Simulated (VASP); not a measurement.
A run of VASP 6.6.1 is set up as follows.

File INCAR:

```
  PREC = Accurate
  ENCUT = 520
  EDIFF = 1E-7
  ISMEAR = 0
  SIGMA = 0.02
  LREAL = False
  LASPH = True
  NELM = 60
  ALGO = Normal
  ISIF = 2
  LWAVE = False
  LCHARG = True
  LELF = True
  LVHAR = True
  NBANDS = 34
```

The input KPOINTS:

```
Automatic mesh
0
Gamma
  10 10 10
```

File POSCAR:

```
FeSi
1.0
    4.3689620037      0.0000000000      0.0000000000
    0.0000000000      4.3689620037      0.0000000000
    0.0000000000      0.0000000000      4.3689620037
Fe Si
4 4
Direct
    0.1368068149      0.1368068149      0.1368068149
    0.3631931851      0.8631931851      0.6368068149
    0.6368068149      0.3631931851      0.8631931851
    0.8631931851      0.6368068149      0.3631931851
    0.8408111503      0.8408111503      0.8408111503
    0.6591888497      0.1591888497      0.3408111503
    0.3408111503      0.6591888497      0.1591888497
    0.1591888497      0.3408111503      0.6591888497
```

Potentials or basis: VASP PAW LDA potentials, release 64 (Fe, Si).

Launch:

```bash
$ cat potpaw_LDA.64/Fe/POTCAR potpaw_LDA.64/Si/POTCAR > POTCAR
$ mpirun -np 1 vasp_std > vasp.out
```

Question: Estimate the band gap on the k mesh.

Answer: 0.13 eV (least direct gap 0.15 eV).

Question: Estimate the largest force.

Answer: 0.049 eV/Å.

Question: Estimate the pressure.

Answer: 0.8 GPa.

Forces in eV/Å, atoms in the order of the input:
```
Fe   0.028  0.028  0.028
Fe  -0.028 -0.028  0.028
Fe   0.028 -0.028 -0.028
Fe  -0.028  0.028 -0.028
Si   0.004  0.004  0.004
Si  -0.004 -0.004  0.004
Si   0.004 -0.004 -0.004
Si  -0.004  0.004 -0.004
```

A k mesh can miss the band edges. Spin polarisation is off, so any magnetic state and its effect on volume and gap are missing.
